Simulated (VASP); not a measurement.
Here is a VASP 6.6.1 calculation.

Contents of INCAR:

```
SYSTEM = Tl2ZnO2
PREC = Accurate
ENCUT = 520
EDIFF = 1E-6
ISMEAR = 0
SIGMA = 0.02
LREAL = .FALSE.
LASPH = .TRUE.
NELM = 60
ALGO = Normal
ISIF = 2
LWAVE = .FALSE.
LCHARG = .TRUE.
GGA = PE
LELF = .TRUE.
LVHAR = .TRUE.
NBANDS = 33
```

Contents of KPOINTS:

```
regular mesh
0
G
  12 12 4
  0 0 0
```

The input POSCAR:

```
Tl2ZnO2
1.0
    3.3808610833      0.0000000000      0.0000000000
   -1.6904305416      2.9279115848      0.0000000000
    0.0000000000      0.0000000000     10.7369135101
Zn Tl O
1 2 2
Direct
    0.6666666667      0.3333333333      0.6557210450
    0.0000000000      0.0000000000      0.0258276604
    0.3333333333      0.6666666667      0.3232536576
    0.6666666667      0.3333333333      0.1747516061
    0.0000000000      0.0000000000      0.6569456110
```

Potentials or basis: VASP PAW PBE potentials, release 64 (Zn, Tl_d, O).

Run with:

```console
$ cat potpaw_PBE.64/Zn/POTCAR potpaw_PBE.64/Tl_d/POTCAR potpaw_PBE.64/O/POTCAR > POTCAR
$ mpirun -np 1 vasp_std > vasp.out
```

Estimate the largest force.

0.014 eV/Å.

Estimate the band gap on the k mesh.

0.43 eV (least direct gap 0.59 eV).

What does it give for the pressure?

0.2 GPa.

Forces on the atoms (eV/Å):
```
Zn   0.000  0.000  0.000
Tl   0.000  0.000 -0.014
Tl   0.000  0.000  0.013
O    0.000  0.000  0.001
O    0.000  0.000  0.000
```

Caveat: spin-orbit coupling is left out, which moves the levels of the heavy elements. A k mesh can miss the band edges.
